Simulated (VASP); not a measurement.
# Cs (P6_3/mmc) in VASP: notebook

Runs on Cs. Level: LDA. Tasks: single point, relaxation of cell and atoms.

Program: VASP 6.6.1. These are calculated values, not measurements. Logs are shortened: lines on timing, memory, paths and dates and some standing lists are left out, and cuts for length are marked.

## (1) The cell of the first run

The structure is hexagonal, space group P6_3/mmc (No. 194). The conventional cell has a = 5.336 Å, b = 5.336 Å, c = 8.735 Å, α = 90.00°, β = 90.00°, γ = 120.00°.

This isn't the form of Cs at room conditions, which is bcc.

## (2) Single point, LDA (107.70 Å³/atom)

The input, INCAR:

```
SYSTEM = Cs
ALGO = Normal ; EDIFF = 1E-6
ENCUT = 520 ; ISIF = 2
ISMEAR = -1 ; LASPH = .True.
LCHARG = .True. ; LELF = .True.
LREAL = .False. ; LVHAR = .True.
LWAVE = .False. ; NBANDS = 16
NELM = 80 ; PREC = Accurate
SIGMA = 0.1
```

The input, KPOINTS:

```
k-points
0
Gamma
  8 8 5
  0 0 0
```

The input, POSCAR:

```
Cs
1.0
    5.3361914823      0.0000000000      0.0000000000
   -2.6680957412      4.6212773832      0.0000000000
    0.0000000000      0.0000000000      8.7350372932
Cs
2
Direct
    0.3333333333      0.6666666667      0.2500000000
    0.6666666667      0.3333333333      0.7500000000
```

Potentials or basis: VASP PAW LDA potentials, release 64 (Cs_sv).

The run is started by

```bash
$ cat potpaw_LDA.64/Cs_sv/POTCAR > POTCAR
$ mpirun -np 1 vasp_std > vasp.out
```

OUTCAR:

```text
SYSTEM = Cs
   EDIFF = 1E-6
   ENCUT = 520
   ISIF = 2
   ISMEAR = -1
   LASPH = .True.
   LREAL = .False.
   NELM = 80
   PREC = Accurate

 ion  position               nearest neighbor table
   1  0.333  0.667  0.250-
   2  0.667  0.333  0.750-

  LATTYP: Found a hexagonal cell.
 ALAT       =     5.3361914823
 C/A-ratio  =     1.6369422503

  Lattice vectors:

 A1 = (   5.3361914823,   0.0000000000,   0.0000000000)
 A2 = (  -2.6680957412,   4.6212773832,   0.0000000000)
 A3 = (   0.0000000000,   0.0000000000,   8.7350372932)

Analysis of symmetry for initial positions (statically):
=====================================================================
 Subroutine PRICEL returns:
 Original cell was already a primitive cell.

 Routine SETGRP: Setting up the symmetry group for a
 hexagonal supercell.

 Subroutine GETGRP returns: Found 24 space group operations
 (whereof 12 operations were pure point group operations)
 out of a pool of 24 trial point group operations.

The static configuration has the point symmetry D_3d.
 The point group associated with its full space group is D_6h.

Analysis of symmetry for dynamics (positions and initial velocities):
=====================================================================
 Subroutine PRICEL returns:
 Original cell was already a primitive cell.

 Routine SETGRP: Setting up the symmetry group for a
 hexagonal supercell.

 Subroutine GETGRP returns: Found 24 space group operations
 (whereof 12 operations were pure point group operations)
 out of a pool of 24 trial point group operations.

The dynamic configuration has the point symmetry D_3d.
 The point group associated with its full space group is D_6h.

 Subroutine INISYM returns: Found 24 space group operations
 (whereof 12 operations are pure point group operations),
 and found     1 'primitive' translations

----------------------------------------------------------------------------------------

                                     Primitive cell

  volume of cell :     215.4062

  direct lattice vectors                    reciprocal lattice vectors
     5.336191482  0.000000000  0.000000000     0.187399572  0.108195193  0.000000000
    -2.668095741  4.621277383  0.000000000     0.000000000  0.216390387  0.000000000
     0.000000000  0.000000000  8.735037293     0.000000000  0.000000000  0.114481480

  length of vectors
[... 81 lines left out ...]
   NELM   =     80;   NELMIN=  2; NELMDL= -5     # of ELM steps
   EDIFF  = 0.1E-05   stopping-criterion for ELM
   LREAL  =      F    real-space projection
   EDIFFG = 0.1E-04   stopping-criterion for IOM
   NSW    =      0    number of steps for IOM
   IBRION =     -1    ionic relax: 0-MD 1-quasi-New 2-CG
   NFREE  =      0    steps in history (QN), initial steepest desc. (CG)
   ISIF   =      2    stress and relaxation
   ISYM   =      2    0-nonsym 1-usesym 2-fastsym
   POTIM  = 0.5000    time-step for ionic-motion
   TEBEG  =    0.0;   TEEND  =   0.0 temperature during run
   PSTRESS=    0.0 pullay stress
   NELECT =      18.0000    total number of electrons
   NUPDOWN=      -1.0000    fix difference up-down
   EMIN   =  10.00;   EMAX   =-10.00  energy-range for DOS
   EFERMI =   0.00;   METHOD = LEGACY
   ISMEAR =    -1;   SIGMA  =   0.10  broadening in eV -4-tet -1-fermi 0-gaus
   EFERMI_NEDOS =   21; number of points for ismear=-14 and -15
   IALGO  =     38    algorithm
   IMIX   =      4    mixing-type and parameters
     AMIX     =   0.40;   BMIX     =  1.00
     AMIX_MAG =   1.60;   BMIX_MAG =  1.00
  volume/ion in A,a.u.               =     107.70       726.82
  Fermi-wavevector in a.u.,A,eV,Ry     =   0.715725  1.352524  6.969754  0.512262
  Thomas-Fermi vector in A             =   1.803961
   LORBIT       =      0    0 simple, 1 ext, 2 COOP (PROOUT), +10 PAW based schemes
   GGA     = CA    functional components
   LHFCALC =     F    Hartree Fock is set to
   AEXX    =    0.0000 exact exchange contribution
   IVDW    =     0    specifies the selected vdW correction
   LEPSILON=     F    determine dielectric tensor
   LRPA    =     F    only Hartree local field effects (RPA)
 non-spin polarized calculation
  energy-cutoff  :      520.00
  volume of cell :      215.41
 maximum number of plane-waves:      5836
 NGX is ok and might be reduce to    40
   NGX = 19   NGY = 19   NGZ = 33

 number of electron      17.9999997 magnetization

 Free energy of the ion-electron system (eV)
  ---------------------------------------------------
  ext. energy  EPLUGINS =         0.00000000
  ---------------------------------------------------
  free energy    TOTEN  =        -2.00973551 eV

  energy without entropy =       -1.92523055  energy(sigma->0) =       -1.96748303

 E-fermi :   0.4417     XC(G=0):  -5.7121

 val. band max:        0.4361401393   @ k =   0.5000   0.0000   0.2000
 cond. band min:       0.5040576566   @ k =   0.1250   0.1250   0.2000
 fundamental gap:      0.0679175173
 Fermi energy:         0.4416975290

 k-point     1 :       0.0000    0.0000    0.0000
  band No.  band energies     occupation
      1     -23.3259      2.00000
      2     -23.3175      2.00000
      3     -10.2253      2.00000
      4     -10.0750      2.00000
      5     -10.0750      2.00000
      6     -10.0516      2.00000
[... 433 lines left out ...]
      3     -10.2061      2.00000
      4     -10.1950      2.00000
      5     -10.1111      2.00000
      6     -10.0964      2.00000
[... 8 lines left out ...]
     15       3.1400      0.00000
     16       3.4944      0.00000

 [... further k-points ...]

------------------------ aborting loop because EDIFF is reached ----------------------------------------

  FORCE on cell =-STRESS in cart. coord.  units (eV):
  Direction    XX          YY          ZZ          XY          YZ          ZX
  --------------------------------------------------------------------------------------
  -------------------------------------------------------------------------------------
  Total       -0.3024436     -0.3024436     -0.3462825      0.0000000      0.0000000      0.0000000
  in kB       -2.2495556     -2.2495556     -2.5756266      0.0000000      0.0000000      0.0000000
  external PRESSURE =      -2.3582459 kB  Pullay stress =       0.0000000 kB

 VOLUME and BASIS-vectors are now :
 -----------------------------------------------------------------------------
  energy-cutoff  :      520.00
  volume of cell :      215.41
      direct lattice vectors                 reciprocal lattice vectors
     5.336191482  0.000000000  0.000000000     0.187399572  0.108195193  0.000000000
    -2.668095741  4.621277383  0.000000000     0.000000000  0.216390387  0.000000000
     0.000000000  0.000000000  8.735037293     0.000000000  0.000000000  0.114481480

 POSITION                                       TOTAL-FORCE (eV/Angst)
 -----------------------------------------------------------------------------------
     -0.00000      3.08085      2.18376        -0.000000      0.000000      0.000000
      2.66810      1.54043      6.55128         0.000000     -0.000000      0.000000
 -----------------------------------------------------------------------------------
    total drift:                                0.000000     -0.000000      0.000000

  FREE ENERGIE OF THE ION-ELECTRON SYSTEM (eV)
  ---------------------------------------------------
  free  energy   TOTEN  =        -2.0097355118 eV

  energy  without entropy=       -1.9252305527  energy(sigma->0) =       -1.96748303
```

It took 1.8 min on 1 thread of Intel Xeon 8259CL, shared host; peak memory 0.29 GiB.

What came out:

* Free energy: -2.0097 eV
* Pressure: -0.2 GPa
* Band gap on the k mesh: zero (bands 9 and 10 overlap by 1.38 eV)

Levels at points of the mesh, in eV from the Fermi level:
| k point | band 7 | band 8 | band 9 | band 10 | band 11 | band 12 |
| --- | --- | --- | --- | --- | --- | --- |
| (0.00, 0.00, 0.00) | -10.49 | -10.49 | -1.74 | -0.08 | 0.90 | 2.39 |
| (0.50, 0.00, 0.00) | -10.53 | -10.52 | -0.03 | 0.39 | 0.78 | 0.98 |

Caveat: spin-orbit coupling is left out, which moves the levels of the heavy elements.

## (3) Single point, LDA

This run uses another cell than the first one, of 96.16 Å³/atom.

The input, INCAR:

```
SYSTEM = Cs
  ALGO = Normal
  EDIFF = 1E-7
  ENCUT = 520
  GGA = CA
  ISIF = 2
  ISMEAR = -1
  LASPH = .TRUE.
  LCHARG = .FALSE.
  LREAL = .FALSE.
  LWAVE = .FALSE.
  NBANDS = 16
  NELM = 80
  PREC = Accurate
  SIGMA = 0.1
```

The input, KPOINTS:

```
k-points
0
G
  12 12 6
  0 0 0
```

The input, POSCAR:

```
Cs
1.0
    5.1383702876      0.0000000000      0.0000000000
   -2.5691851438      4.4499592032      0.0000000000
    0.0000000000      0.0000000000      8.4112154216
Cs
2
Direct
    0.3333333333      0.6666666667      0.2500000000
    0.6666666667      0.3333333333      0.7500000000
```

Potentials or basis: VASP PAW LDA potentials, release 64 (Cs_sv).

The run is started by

```bash
$ cat potpaw_LDA.64/Cs_sv/POTCAR > POTCAR
$ mpirun -np 1 vasp_std > vasp.out
```

OUTCAR:

```text
SYSTEM = Cs
   EDIFF = 1E-7
   ENCUT = 520
   GGA = CA
   ISIF = 2
   ISMEAR = -1
   LASPH = .TRUE.
   LREAL = .FALSE.
   NELM = 80
   PREC = Accurate

 ion  position               nearest neighbor table
   1  0.333  0.667  0.250-
   2  0.667  0.333  0.750-

  LATTYP: Found a hexagonal cell.
 ALAT       =     5.1383702876
 C/A-ratio  =     1.6369422503

  Lattice vectors:

 A1 = (   5.1383702876,   0.0000000000,   0.0000000000)
 A2 = (  -2.5691851438,   4.4499592032,   0.0000000000)
 A3 = (   0.0000000000,   0.0000000000,   8.4112154216)

Analysis of symmetry for initial positions (statically):
=====================================================================
 Subroutine PRICEL returns:
 Original cell was already a primitive cell.

 Routine SETGRP: Setting up the symmetry group for a
 hexagonal supercell.

 Subroutine GETGRP returns: Found 24 space group operations
 (whereof 12 operations were pure point group operations)
 out of a pool of 24 trial point group operations.

The static configuration has the point symmetry D_3d.
 The point group associated with its full space group is D_6h.

[... 159 lines left out ...]
  energy without entropy =       -1.94724519  energy(sigma->0) =       -1.98829310

 E-fermi :   0.7578     XC(G=0):  -6.0211

 val. band max:        0.7575000254   @ k =   0.1667   0.1667   0.3333
 cond. band min:       0.7777575746   @ k =   0.2500   0.0833   0.3333
 fundamental gap:      0.0202575492
 Fermi energy:         0.7577935235

 k-point     1 :       0.0000    0.0000    0.0000
  band No.  band energies     occupation
      1     -22.9553      2.00000
      2     -22.9409      2.00000
      3      -9.9063      2.00000
      4      -9.6864      2.00000
      5      -9.6864      2.00000
      6      -9.6533      2.00000
[... 433 lines left out ...]
      3      -9.8571      2.00000
      4      -9.8152      2.00000
      5      -9.7932      2.00000
      6      -9.7269      2.00000
[... 8 lines left out ...]
     15       3.3141      0.00000
     16       4.1783      0.00000

 [... further k-points ...]

------------------------ aborting loop because EDIFF is reached ----------------------------------------

  FORCE on cell =-STRESS in cart. coord.  units (eV):
  Direction    XX          YY          ZZ          XY          YZ          ZX
  --------------------------------------------------------------------------------------
  -------------------------------------------------------------------------------------
  Total       -0.0002233     -0.0002233     -0.0272009      0.0000000      0.0000000      0.0000000
  in kB       -0.0018598     -0.0018598     -0.2265971      0.0000000      0.0000000      0.0000000
  external PRESSURE =      -0.0767722 kB  Pullay stress =       0.0000000 kB

 VOLUME and BASIS-vectors are now :
 -----------------------------------------------------------------------------
  energy-cutoff  :      520.00
  volume of cell :      192.33
      direct lattice vectors                 reciprocal lattice vectors
     5.138370288  0.000000000  0.000000000     0.194614234  0.112360581  0.000000000
    -2.569185144  4.449959203  0.000000000     0.000000000  0.224721161  0.000000000
     0.000000000  0.000000000  8.411215422     0.000000000  0.000000000  0.118888882

 POSITION                                       TOTAL-FORCE (eV/Angst)
 -----------------------------------------------------------------------------------
     -0.00000      2.96664      2.10280         0.000000     -0.000000      0.000000
      2.56919      1.48332      6.30841        -0.000000      0.000000      0.000000
 -----------------------------------------------------------------------------------
    total drift:                               -0.000000      0.000000     -0.000000

  FREE ENERGIE OF THE ION-ELECTRON SYSTEM (eV)
  ---------------------------------------------------
  free  energy   TOTEN  =        -2.0293410135 eV

  energy  without entropy=       -1.9472451855  energy(sigma->0) =       -1.98829310
```

stdout:

```text
POSCAR found type information on POSCAR Cs
 POSCAR found :  1 types and       2 ions
 scaLAPACK will be used
 LDA part: xc-table for (Slater(with rela. corr.)+CA(PZ))
 , standard interpolation
 POSCAR, INCAR and KPOINTS ok, starting setup
 FFT: planning ... GRIDC
 FFT: planning ... GRID_SOFT
 FFT: planning ... GRID
 WAVECAR not read
 entering main loop
```

It took 5.3 min on 1 thread of Intel Xeon 8259CL, shared host; peak memory 0.36 GiB.

What came out:

```
Free energy            : -2.0293 eV
Pressure               : 0.0 GPa
Band gap on the k mesh : zero (bands 9 and 10 overlap by 1.98 eV)
```

Levels at points of the mesh, in eV from the Fermi level:
```csv
k point,band 5,band 6,band 7,band 8,band 9,band 10,band 11,band 12,band 13,band 14
"(0.00, 0.00, 0.00)",-10.44,-10.41,-10.41,-10.41,-1.86,-0.13,1.04,2.44,2.44,2.45
"(0.50, 0.00, 0.00)",-10.55,-10.50,-10.47,-10.45,-0.03,0.39,0.70,0.99,1.79,2.21
"(0.00, 0.00, 0.50)",-10.43,-10.43,-10.43,-10.43,-1.14,-1.14,1.67,1.67,2.45,2.45
"(0.50, 0.00, 0.50)",-10.48,-10.48,-10.47,-10.47,0.08,0.08,1.12,1.12,1.71,1.71
```

Caveat: spin-orbit coupling is left out, which moves the levels of the heavy elements.

## (4) Relaxation of cell and atoms, LDA

This run uses another cell than the first one, of 110.45 Å³/atom.

The input, INCAR:

```
PREC = Accurate
ENCUT = 600
EDIFF = 1E-7
ISMEAR = -1
SIGMA = 0.1
LREAL = False
LASPH = True
NELM = 60
ALGO = Normal
ISIF = 3
LWAVE = False
LCHARG = False
IBRION = 2
NSW = 80
EDIFFG = -0.01
```

The input, KPOINTS:

```
regular mesh
0
Gamma
  7 7 4
```

The input, POSCAR:

```
Cs
1.0
    5.3854752340      0.0000000000      0.0000000000
   -2.6927376170      4.6639583641      0.0000000000
    0.0000000000      0.0000000000      8.7944810571
Cs
2
Direct
    0.3333333333      0.6666666667      0.2500000000
    0.6666666667      0.3333333333      0.7500000000
```

Potentials or basis: VASP PAW LDA potentials, release 64 (Cs_sv).

The run is started by

```bash
$ cat potpaw_LDA.64/Cs_sv/POTCAR > POTCAR
$ mpirun -np 1 vasp_std > vasp.out
```

OUTCAR:

```text
PREC = Accurate
   ENCUT = 600
   EDIFF = 1E-7
   ISMEAR = -1
   LREAL = False
   LASPH = True
   NELM = 60
   ISIF = 3
   IBRION = 2
   NSW = 80
   EDIFFG = -0.01

 ion  position               nearest neighbor table
   1  0.333  0.667  0.250-
   2  0.667  0.333  0.750-

  LATTYP: Found a hexagonal cell.
 ALAT       =     5.3854752340
 C/A-ratio  =     1.6330000000

  Lattice vectors:

 A1 = (   5.3854752340,   0.0000000000,   0.0000000000)
 A2 = (  -2.6927376170,   4.6639583641,   0.0000000000)
 A3 = (   0.0000000000,   0.0000000000,   8.7944810571)

Analysis of symmetry for initial positions (statically):
=====================================================================
 Subroutine PRICEL returns:
 Original cell was already a primitive cell.
[... 180 lines left out ...]
  Total       -0.3788866     -0.3788866     -0.3637461      0.0000000      0.0000000      0.0000000
  in kB       -2.7480901     -2.7480901     -2.6382749      0.0000000      0.0000000      0.0000000
  external PRESSURE =      -2.7114850 kB  Pullay stress =       0.0000000 kB
[... 131 lines left out ...]
--------------------------------------- Ionic step        5  -------------------------------------------

 number of electron      18.0000001 magnetization

 Free energy of the ion-electron system (eV)
  ---------------------------------------------------
  ext. energy  EPLUGINS =         0.00000000
  ---------------------------------------------------
  free energy    TOTEN  =        -2.03230785 eV

  energy without entropy =       -1.95424350  energy(sigma->0) =       -1.99327567

 E-fermi :   0.7685     XC(G=0):  -6.0241

 val. band max:        0.7198446700   @ k =   0.2857   0.1429   0.5000
 cond. band min:       0.7721566558   @ k =   0.4286   0.0000   0.5000
 fundamental gap:      0.0523119857
 Fermi energy:         0.7684730614

 k-point     1 :       0.0000    0.0000    0.0000
  band No.  band energies     occupation
      1     -22.9528      2.00000
      2     -22.9384      2.00000
      3      -9.9045      2.00000
      4      -9.6838      2.00000
      5      -9.6838      2.00000
      6      -9.6504      2.00000
      7      -9.6504      2.00000
      8      -9.6504      2.00000
      9      -1.1002      2.00000
     10       0.6322      1.59232
     11       1.8057      0.00006
     12       3.2005      0.00000
     13       3.2019      0.00000
[... 395 lines left out ...]
  FREE ENERGIE OF THE ION-ELECTRON SYSTEM (eV)
  ---------------------------------------------------
  free  energy   TOTEN  =        -2.0323078490 eV

  energy  without entropy=       -1.9542434976  energy(sigma->0) =       -1.99327567

 reached required accuracy - stopping structural energy minimisation
```

OSZICAR:

```text
N       E                     dE             d eps       ncg     rms          rms(c)
DAV:   1     0.148604417995E+03    0.14860E+03   -0.65663E+03   624   0.112E+03
DAV:   2     0.180646856779E+02   -0.13054E+03   -0.12654E+03  1014   0.184E+02
DAV:   3    -0.151125250415E+01   -0.19576E+02   -0.19266E+02   779   0.771E+01
[... 43 lines left out ...]
DAV:   4    -0.203345924179E+01    0.42973E-03   -0.20874E-02   654   0.716E-01    0.193E-01
DAV:   5    -0.203230599104E+01    0.11533E-02   -0.96139E-04   829   0.213E-01    0.469E-02
DAV:   6    -0.203231858108E+01   -0.12590E-04   -0.44847E-05   684   0.394E-02    0.161E-02
DAV:   7    -0.203230793519E+01    0.10646E-04   -0.96561E-06   744   0.249E-02    0.334E-03
DAV:   8    -0.203230784902E+01    0.86168E-07   -0.69959E-07   794   0.500E-03
   5 F= -.20323078E+01 E0= -.19932757E+01  d E =-.275502E-01
```

It took 6.6 min on 1 thread of Intel Xeon 8259CL, shared host; peak memory 0.35 GiB.

What came out:

* Free energy: -2.0323 eV
* Relaxed volume: 96.06 Å³/atom
* Relaxed cell: a = 5.137 Å, b = 5.137 Å, c = 8.406 Å, α = 90.00°, β = 90.00°, γ = 120.00°
* Space group after relaxing (to 0.1 Å): P6_3/mmc (No. 194)
* Energy gained by relaxing: 13.8 meV/atom
* Ionic steps: 5
* Pressure after relaxing: 0.0 GPa
* Band gap on the k mesh: zero (bands 9 and 10 overlap by 1.64 eV)

Step by step:
```tsv
step	energy change (eV)	largest force (eV/Å)	pressure (GPa)	volume (Å³)
1	0.0000	0.0000	-0.27	220.90
2	-0.0093	0.0000	-0.23	214.97
3	-0.0242	0.0000	-0.11	201.23
4	-0.0162	0.0000	0.24	175.54
5	-0.0276	0.0000	0.00	192.13
```

Final structure:
```
CELL_PARAMETERS angstrom
5.13744 0.00000 0.00000
-2.56872 4.44915 0.00000
0.00000 0.00000 8.40563
ATOMIC_POSITIONS crystal
Cs 0.33333 0.66667 0.25000
Cs 0.66667 0.33333 0.75000
```

Caveat: spin-orbit coupling is left out, which moves the levels of the heavy elements.

## (5) Summary

```tsv
task	cell	k mesh	cutoff (eV)	gap on the mesh (eV)	pressure (GPa)
single point	a = 5.336, b = 5.336, c = 8.735 Å, angles 90.0, 90.0, 120.0°, 2 atoms	8 × 8 × 5	520	none	-0.2
single point	a = 5.138, b = 5.138, c = 8.411 Å, angles 90.0, 90.0, 120.0°, 2 atoms	12 × 12 × 6	520	none	0.0
relaxation of cell and atoms	relaxed from a = 5.385, b = 5.385, c = 8.794 Å, angles 90.0, 90.0, 120.0°, 2 atoms	7 × 7 × 4	600	none	0.0
```

Alike in all rows: level LDA; potentials or basis VASP PAW LDA potentials, release 64 (Cs_sv); no spin polarisation; smearing fermi-dirac 0.1 eV.

Caveats: spin-orbit coupling is left out, which moves the levels of the heavy elements.

Total energies depend on the potentials used, so only differences within one code and one set of settings carry meaning.
